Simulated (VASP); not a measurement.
Write the native input for VASP 6.6.1 that does the following.

- Task: single point
- Functional: PBE
- Potentials or basis: VASP PAW PBE potentials, release 64 (Lu)
- Cutoff: 520 eV
- k mesh: 20 × 20 × 20
- Occupations: gaussian, width 0.1 eV
- Spin: no spin polarisation
- Dipole correction: no
- Further INCAR settings: ALGO = Fast; EDIFF = 1e-06; NBANDS = 18

The structure of Lu lies in POSCAR:

```
Lu
1.0
    0.0000000000      2.5146146583      2.5146146583
    2.5146146583      0.0000000000      2.5146146583
    2.5146146583      2.5146146583      0.0000000000
Lu
1
Direct
    0.0000000000      0.0000000000      0.0000000000
```

This isn't the form of Lu at room conditions, which is hcp.

One way to write it, as run:

INCAR

```
PREC = Accurate
ENCUT = 520
EDIFF = 1E-6
ISMEAR = 0
SIGMA = 0.1
LREAL = F
LASPH = T
NELM = 80
ALGO = Fast
ISIF = 2
LWAVE = F
LCHARG = F
GGA = PE
NBANDS = 18
```

KPOINTS

```
regular mesh
0
Gamma
  20 20 20
```

Potentials or basis: VASP PAW PBE potentials, release 64 (Lu).

Launch:

```sh
$ cat potpaw_PBE.64/Lu/POTCAR > POTCAR
$ mpirun -np 1 vasp_std > vasp.out
```

Results of the run:

```
Pressure               : -3.3 GPa
Band gap on the k mesh : zero (an odd number of electrons rules out a gap without spin polarisation)
```

Caveat: the cell stands under tension; spin-orbit coupling is left out, which moves the levels of the heavy elements.

Run time: 100 s on 1 thread of Intel(R) Xeon(R) 6975P-C (Granite Rapids), with other jobs on the host, peak memory 0.28 GiB.
